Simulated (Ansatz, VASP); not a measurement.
# Two plane-wave programs on Na

Contents of INCAR:

```
ALGO     = Normal         # electronic algorithm
EDIFF    = 1E-6           # SCF threshold, eV
ENCUT    = 520            # plane-wave cutoff, eV
GGA      = PS             # functional
ISIF     = 2              # what is computed and relaxed
ISMEAR   = 0              # smearing method
LASPH    = True           # aspherical terms in the spheres
LCHARG   = False          # write CHGCAR
LREAL    = False          # projectors in reciprocal space
LWAVE    = False          # write WAVECAR
NBANDS   = 10             # bands
NELM     = 100            # most SCF steps
PREC     = Accurate       # precision mode
SIGMA    = 0.1            # smearing width, eV
```

File KPOINTS:

```
k-points
0
Gamma
  6 6 6
```

Contents of POSCAR:

```
Na
1.0
    7.1010912678      0.0000000000      0.0000000000
    0.0000000000      7.1010912678      0.0000000000
    0.0000000000      0.0000000000      7.1010912678
Na
1
Direct
    0.0000000000      0.0000000000      0.0000000000
```

Input for Ansatz:

```yaml
crystal:
  lattice:
    - [7.1010912678, 0.0, 0.0]
    - [0.0, 7.1010912678, 0.0]
    - [0.0, 0.0, 7.1010912678]
  atoms:
    - { symbol: Na, position: [0.0, 0.0, 0.0] }
basis:
  ecutwfc: 420
kpoints:
  mp_grid: { grid: [6, 6, 6] }
hamiltonian:
  xc: pbesol
scf:
  occupations: { method: gaussian, width: 0.1 }
output:
  forces: true
  stress: true
  eigenvalues: true
```

Alike in both runs: task single point; functional PBEsol; k mesh 6 × 6 × 6; occupations gaussian, width 0.1 eV; no spin polarisation.

|  | VASP | Ansatz |
| --- | --- | --- |
| version | VASP 6.6.1 | Ansatz 0.2.0 |
| potentials or method | VASP PAW PBE potentials, release 64 (Na_pv), cutoff 520 eV | scalar-relativistic, plane waves, PAW |
| valence electrons in the cell | 7 | 9 |

```tsv
	VASP	Ansatz	Ansatz less VASP
gap on the k mesh at the Fermi level (eV)	none	none	-
pressure (GPa)	-0.1	-0.1	0.00
```

VASP's potentials were made for PBE, not for PBEsol. A gap of «none» marks a metal or a gap that the smearing closes. VASP's potentials hold 7 valence electrons a cell and Ansatz's 9, so a difference there can come from the potentials and not from the codes.
